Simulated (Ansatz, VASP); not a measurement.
**GaSb: VASP beside Ansatz**

File INCAR:

```
SYSTEM = GaSb
ALGO = Normal ; EDIFF = 1E-6
EDIFFG = -0.001 ; ENCUT = 600
GGA = PE ; IBRION = 2
ISIF = 3 ; ISMEAR = -1
LASPH = .True. ; LCHARG = .False.
LREAL = .False. ; LWAVE = .False.
NELM = 100 ; NSW = 80
PREC = Accurate ; SIGMA = 0.15
```

Contents of KPOINTS:

```
k-points
0
Gamma
  12 12 12
  0 0 0
```

POSCAR

```
GaSb
1.0
    0.0000000000      3.1069206342      3.1069206342
    3.1069206342      0.0000000000      3.1069206342
    3.1069206342      3.1069206342      0.0000000000
Ga Sb
1 1
Direct
    0.0000000000      0.0000000000      0.0000000000
    0.2500000000      0.2500000000      0.2500000000
```

Input for Ansatz:

```yaml
crystal:
  lattice:
    - [0.0, 3.1069206318, 3.1069206318]
    - [3.1069206318, 0.0, 3.1069206318]
    - [3.1069206318, 3.1069206318, 0.0]
  atoms:
    - { symbol: Ga, position: [0.0, 0.0, 0.0] }
    - { symbol: Sb, position: [0.75, 0.75, 0.75] }
basis:
  ecutwfc: 420
kpoints:
  mp_grid: { grid: [12, 12, 12] }
hamiltonian:
  xc: pbe
scf:
  occupations: { method: fermi_dirac, width: 0.15 }
output:
  forces: true
  stress: true
  eigenvalues: true
relax:
  adjacent_minimum: "off"
  f_tol: 0.001
  max_steps: 60
  cell: { stress_tol: 0.01 }
```

Alike in both runs: task relaxation of cell and atoms; functional PBE; k mesh 12 × 12 × 12; occupations fermi-dirac, width 0.15 eV; no spin polarisation.

```csv
,VASP,Ansatz
version,VASP 6.6.1,Ansatz 0.2.0
potentials or method,"VASP PAW PBE potentials, release 64 (Ga_d, Sb), cutoff 600 eV","scalar-relativistic, plane waves, PAW"
valence electrons in the cell,18,28
```

Ansatz gave:

```
gap on the k mesh at the Fermi level, each at its own relaxed structure (eV)  : none
relaxed volume (Å³/atom)                                                      : 30.02
relaxed length of the cell vector where the two differ most in proportion (Å) : 4.395
```

**Question.** Which values does VASP return?

**Answer.** gap on the k mesh at the Fermi level, each at its own relaxed structure (eV): none; relaxed volume (Å³/atom): 30.06; relaxed length of the cell vector where the two differ most in proportion (Å): 4.397.

A gap of «none» marks a metal or a gap that the smearing closes. VASP's potentials hold 18 valence electrons a cell and Ansatz's 28, so a difference there can come from the potentials and not from the codes.

Spin-orbit coupling is off throughout.
